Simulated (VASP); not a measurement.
# MnCd2 (Fm-3m) in VASP: notebook

MnCd2 is run at these levels: PBE; tasks: single point, relaxation of cell and atoms.

Program: VASP 6.6.1. These are calculated values, not measurements. Logs are shortened: lines on timing, memory, paths and dates and some standing lists are left out, and cuts for length are marked.

### Step 1. The cell of the first run

The structure is cubic, space group Fm-3m (No. 225). Conventional cell: a = 6.498 Å, b = 6.498 Å, c = 6.498 Å, α = 90.00°, β = 90.00°, γ = 90.00°. Within 3.7 Å of Mn (site symmetry m-3m) lie 8 Cd at 2.81 Å. Cd (site symmetry -43m) has 4 Mn at 2.81 Å and 6 Cd at 3.25 Å within 3.7 Å.

### Step 2. Single point, PBE, collinear spin, ferromagnetic start

INCAR reads:

```
SYSTEM = MnCd2
PREC = Accurate
ENCUT = 520
EDIFF = 1E-6
ISMEAR = 0
SIGMA = 0.1
LREAL = .False.
LASPH = .True.
NELM = 150
ALGO = Normal
ISIF = 2
LWAVE = .False.
LCHARG = .True.
ISPIN = 2
MAGMOM = 3.85 0 0
LORBIT = 11
LMAXMIX = 4
GGA = PE
LELF = .True.
LVHAR = .True.
NBANDS = 30
```

KPOINTS reads:

```
Automatic mesh
0
Gamma
  6 6 6
  0 0 0
```

POSCAR reads:

```
MnCd2
1.0
    0.0000000000      3.2489449605      3.2489449605
    3.2489449605      0.0000000000      3.2489449605
    3.2489449605      3.2489449605      0.0000000000
Mn Cd
1 2
Direct
    0.0000000000      0.0000000000      0.0000000000
    0.2500000000      0.2500000000      0.2500000000
    0.7500000000      0.7500000000      0.7500000000
```

Potentials or basis: VASP PAW PBE potentials, release 64 (Mn_pv, Cd).

Run with:

```
$ cat potpaw_PBE.64/Mn_pv/POTCAR potpaw_PBE.64/Cd/POTCAR > POTCAR
$ mpirun -np 1 vasp_std > vasp.out
```

OUTCAR:

```text
SYSTEM = MnCd2
   PREC = Accurate
   ENCUT = 520
   EDIFF = 1E-6
   ISMEAR = 0
   LREAL = .False.
   LASPH = .True.
   NELM = 150
   ISIF = 2
   ISPIN = 2
   LORBIT = 11
   GGA = PE

 ion  position               nearest neighbor table
   1  0.000  0.000  0.000-   2 2.81   3 2.81   3 2.81   3 2.81   3 2.81   2 2.81   2 2.81   2 2.81

   2  0.250  0.250  0.250-   1 2.81   1 2.81   1 2.81   1 2.81   3 3.25   3 3.25   3 3.25   3 3.25
                             3 3.25   3 3.25
   3  0.750  0.750  0.750-   1 2.81   1 2.81   1 2.81   1 2.81   2 3.25   2 3.25   2 3.25   2 3.25
                             2 3.25   2 3.25

  LATTYP: Found a face centered cubic cell.
 ALAT       =     6.4978899210

  Lattice vectors:

 A1 = (   0.0000000000,   3.2489449605,   3.2489449605)
 A2 = (   3.2489449605,   0.0000000000,   3.2489449605)
 A3 = (   3.2489449605,   3.2489449605,   0.0000000000)

Analysis of symmetry for initial positions (statically):
=====================================================================
 Subroutine PRICEL returns:
 Original cell was already a primitive cell.

 Routine SETGRP: Setting up the symmetry group for a
 face centered cubic supercell.

 Subroutine GETGRP returns: Found 48 space group operations
 (whereof 48 operations were pure point group operations)
 out of a pool of 48 trial point group operations.

The static configuration has the point symmetry O_h .

Analysis of symmetry for dynamics (positions and initial velocities):
=====================================================================
 Subroutine PRICEL returns:
 Original cell was already a primitive cell.

 Routine SETGRP: Setting up the symmetry group for a
 face centered cubic supercell.

 Subroutine GETGRP returns: Found 48 space group operations
 (whereof 48 operations were pure point group operations)
 out of a pool of 48 trial point group operations.

The dynamic configuration has the point symmetry O_h .

Analysis of structural, dynamic, and magnetic symmetry:
=====================================================================
 Subroutine PRICEL returns:
 Original cell was already a primitive cell.

 Routine SETGRP: Setting up the symmetry group for a
 face centered cubic supercell.

 Subroutine GETGRP returns: Found 48 space group operations
 (whereof 48 operations were pure point group operations)
 out of a pool of 48 trial point group operations.

[... 115 lines left out ...]
  Fermi-wavevector in a.u.,A,eV,Ry     =   1.332671  2.518384 24.164122  1.776013
  Thomas-Fermi vector in A             =   2.461588
   LORBIT       =     11    0 simple, 1 ext, 2 COOP (PROOUT), +10 PAW based schemes
   GGA     = PE    functional components
   LHFCALC =     F    Hartree Fock is set to
   AEXX    =    0.0000 exact exchange contribution
   IVDW    =     0    specifies the selected vdW correction
   LEPSILON=     F    determine dielectric tensor
   LRPA    =     F    only Hartree local field effects (RPA)
 spin polarized calculation
 Gauss-broadening in eV      SIGMA  =   0.10
  energy-cutoff  :      520.00
  volume of cell :       68.59
 maximum number of plane-waves:      1873
 NGX is ok and might be reduce to    36
   NGX = 17   NGY = 17   NGZ = 17

 number of electron      37.0000009 magnetization       3.7856533

 Free energy of the ion-electron system (eV)
  ---------------------------------------------------
  ext. energy  EPLUGINS =         0.00000000
  ---------------------------------------------------
  free energy    TOTEN  =        -9.24982701 eV

  energy without entropy =       -9.23848233  energy(sigma->0) =       -9.24415467

 E-fermi :   2.6244     XC(G=0): -10.3074

 val. band max:        2.5927653550   @ k =   0.3333   0.3333   0.0000
 cond. band min:       2.6354227055   @ k =   0.5000   0.5000   0.0000
 fundamental gap:      0.0426573505
 Fermi energy:         2.6244366705

 spin component 1

 k-point     1 :       0.0000    0.0000    0.0000
  band No.  band energies     occupation
      1     -47.3439      1.00000
      2     -47.3439      1.00000
      3     -47.3439      1.00000
      4      -6.3575      1.00000
      5      -6.3575      1.00000
      6      -6.1813      1.00000
[... 517 lines left out ...]
     29      15.4811      0.00000
     30      15.7514      0.00000
 Fermi energy:         2.6244366705

 spin component 2

 k-point     1 :       0.0000    0.0000    0.0000
  band No.  band energies     occupation
      1     -43.4418      1.00000
      2     -43.4418      1.00000
      3     -43.4418      1.00000
      4      -6.3698      1.00000
      5      -6.3698      1.00000
      6      -6.1746      1.00000
[... 517 lines left out ...]
     29      16.0837      0.00000
     30      16.1415      0.00000

------------------------ aborting loop because EDIFF is reached ----------------------------------------

  FORCE on cell =-STRESS in cart. coord.  units (eV):
  Direction    XX          YY          ZZ          XY          YZ          ZX
  --------------------------------------------------------------------------------------
  -------------------------------------------------------------------------------------
  Total       -0.0525339     -0.0525339     -0.0525339      0.0000000      0.0000000     -0.0000000
  in kB       -1.2271385     -1.2271385     -1.2271385      0.0000000      0.0000000     -0.0000000
  external PRESSURE =      -1.2271385 kB  Pullay stress =       0.0000000 kB

 VOLUME and BASIS-vectors are now :
 -----------------------------------------------------------------------------
  energy-cutoff  :      520.00
  volume of cell :       68.59
      direct lattice vectors                 reciprocal lattice vectors
     0.000000000  3.248944960  3.248944960    -0.153896113  0.153896113  0.153896113
     3.248944960  0.000000000  3.248944960     0.153896113 -0.153896113  0.153896113
     3.248944960  3.248944960  0.000000000     0.153896113  0.153896113 -0.153896113

 POSITION                                       TOTAL-FORCE (eV/Angst)
 -----------------------------------------------------------------------------------
      0.00000      0.00000      0.00000         0.000000      0.000000     -0.000000
      1.62447      1.62447      1.62447         0.000000     -0.000000      0.000000
      4.87342      4.87342      4.87342        -0.000000     -0.000000     -0.000000
 -----------------------------------------------------------------------------------
    total drift:                                0.000000      0.000000      0.000000

  FREE ENERGIE OF THE ION-ELECTRON SYSTEM (eV)
  ---------------------------------------------------
  free  energy   TOTEN  =        -9.2498270080 eV

  energy  without entropy=       -9.2384823342  energy(sigma->0) =       -9.24415467

 total charge

# of ion       s       p       d       tot
------------------------------------------
    1        0.311   6.158   4.990  11.460
    2        0.573   0.297   9.466  10.336
    3        0.573   0.297   9.466  10.336
--------------------------------------------------
tot          1.456   6.752  23.923  32.132

 magnetization (x)

# of ion       s       p       d       tot
------------------------------------------
    1        0.056   0.025   3.665   3.747
    2       -0.034  -0.025   0.024  -0.036
    3       -0.034  -0.025   0.024  -0.036
--------------------------------------------------
tot         -0.012  -0.025   3.713   3.675
```

OSZICAR:

```text
N       E                     dE             d eps       ncg     rms          rms(c)
DAV:   1     0.332343583050E+03    0.33234E+03   -0.19675E+04  2000   0.128E+03
DAV:   2     0.205347914215E+01   -0.33029E+03   -0.31671E+03  1992   0.373E+02
DAV:   3    -0.970450497561E+01   -0.11758E+02   -0.11690E+02  2148   0.825E+01
DAV:   4    -0.979684791672E+01   -0.92343E-01   -0.92327E-01  2088   0.670E+00
DAV:   5    -0.979851236753E+01   -0.16645E-02   -0.16644E-02  2124   0.794E-01    0.891E+00
DAV:   6    -0.103687067063E+02   -0.57019E+00   -0.11647E+01  2106   0.228E+01    0.133E+01
DAV:   7    -0.922762079690E+01    0.11411E+01   -0.50943E+00  2106   0.180E+01    0.447E+00
DAV:   8    -0.925220247004E+01   -0.24582E-01   -0.14049E-01  2076   0.249E+00    0.241E+00
DAV:   9    -0.924891563856E+01    0.32868E-02   -0.38897E-02  2094   0.139E+00    0.879E-01
DAV:  10    -0.924961655364E+01   -0.70092E-03   -0.34426E-03  2094   0.418E-01    0.216E-01
DAV:  11    -0.924979250522E+01   -0.17595E-03   -0.39116E-04  2082   0.161E-01    0.739E-02
DAV:  12    -0.924981505681E+01   -0.22552E-04   -0.68425E-05  2212   0.517E-02    0.292E-02
DAV:  13    -0.924982614116E+01   -0.11084E-04   -0.23555E-05  2076   0.324E-02    0.185E-02
DAV:  14    -0.924982700800E+01   -0.86685E-06   -0.48297E-06  1862   0.172E-02
   1 F= -.92498270E+01 E0= -.92441547E+01  d E =-.113447E-01  mag=     3.7865
```

It took 45 s on 1 thread of Intel Xeon 6975P-C (Granite Rapids), shared host; peak memory 0.26 GiB.

Results:

| Quantity | Value |
| --- | --- |
| Free energy | -9.2498 eV |
| Pressure | -0.1 GPa |
| Net moment | 3.79 μB per cell |
| Site moments | Mn +3.75; Cd -0.04 μB |
| Valence electrons inside the program's atomic spheres | Mn 11.46; Cd 10.34 |

### Step 3. Relaxation of cell and atoms, PBE, collinear spin, ferromagnetic start

This run uses another cell than the first one, of 19.82 Å³/atom.

INCAR reads:

```
ALGO = Fast
EDIFF = 1E-6
EDIFFG = -0.04
ENCUT = 600
GGA = PE
IBRION = 2
ISIF = 3
ISMEAR = 0
ISPIN = 2
LASPH = T
LCHARG = F
LMAXMIX = 4
LORBIT = 11
LREAL = F
LWAVE = F
MAGMOM = 3.85 0 0
NELM = 150
NSW = 90
PREC = Accurate
SIGMA = 0.1
```

KPOINTS reads:

```
k-points
0
Gamma
  6 6 6
```

POSCAR reads:

```
MnCd2
1.0
    0.0000000000      3.0979212973      3.0979212973
    3.0979212973      0.0000000000      3.0979212973
    3.0979212973      3.0979212973      0.0000000000
Mn Cd
1 2
Direct
    0.0000000000      0.0000000000      0.0000000000
    0.2500000000      0.2500000000      0.2500000000
    0.7500000000      0.7500000000      0.7500000000
```

Potentials or basis: VASP PAW PBE potentials, release 64 (Mn_pv, Cd).

Run with:

```
$ cat potpaw_PBE.64/Mn_pv/POTCAR potpaw_PBE.64/Cd/POTCAR > POTCAR
$ mpirun -np 1 vasp_std > vasp.out
```

It took 1.7 min on 1 thread of Intel Xeon 6975P-C (Granite Rapids), shared host; peak memory 0.26 GiB.

It converged, with:

* Free energy: -9.2451 eV
* Relaxed volume: 22.79 Å³/atom
* Relaxed cell: a = 4.590 Å, b = 4.590 Å, c = 4.590 Å, α = 60.00°, β = 60.00°, γ = 60.00°
* Space group after relaxing (to 0.1 Å): Fm-3m (No. 225)
* Energy gained by relaxing: 74.9 meV/atom
* Ionic steps: 3
* Pressure after relaxing: 0.1 GPa
* Net moment: 3.78 μB per cell
* Site moments: Mn +3.74; Cd -0.04 μB
* Valence electrons inside the program's atomic spheres: Mn 11.46; Cd 10.34

Step by step:
```csv
step,energy change (eV),largest force (eV/Å),pressure (GPa),volume (Å³)
1,0.0000,0.0000,9.17,59.46
2,-0.2210,0.0000,-0.86,69.77
3,-0.2248,0.0000,0.05,68.37
```

Final structure:
```xyz
3
Lattice="0.0000 3.2455 3.2455 3.2455 0.0000 3.2455 3.2455 3.2455 0.0000" Properties=species:S:1:pos:R:3 pbc="T T T"
Mn    0.0000    0.0000    0.0000
Cd    1.6228    1.6228    1.6228
Cd    4.8683    4.8683    4.8683
```

Levels at points of the mesh, in eV from the Fermi level:
Spin up:
```
           k point  band 17  band 18  band 19  band 20  band 21  band 22  band 23  band 24
(0.00, 0.00, 0.00)    -2.81    -2.40    -2.40     3.96     4.36     4.36     4.36     5.23
(0.50, 0.00, 0.00)    -2.67    -2.34    -2.34    -2.05     2.77     2.77     4.43     5.01
(0.50, 0.50, 0.00)    -2.49    -2.30    -2.30    -1.83    -0.15    -0.15     1.68     4.27
```
Spin down:
```
           k point  band 13  band 14  band 15  band 16  band 17  band 18  band 19  band 20  band 21  band 22
(0.00, 0.00, 0.00)    -7.90    -7.40    -0.33    -0.33    -0.33     1.18     1.18     3.86     5.23     5.23
(0.50, 0.00, 0.00)    -8.43    -4.76    -4.27     0.16     0.16     0.75     1.12     1.12     3.11     3.11
(0.50, 0.50, 0.00)    -7.91    -3.63    -2.92    -1.60     0.01     0.01     0.86     0.86     1.12     1.26
```
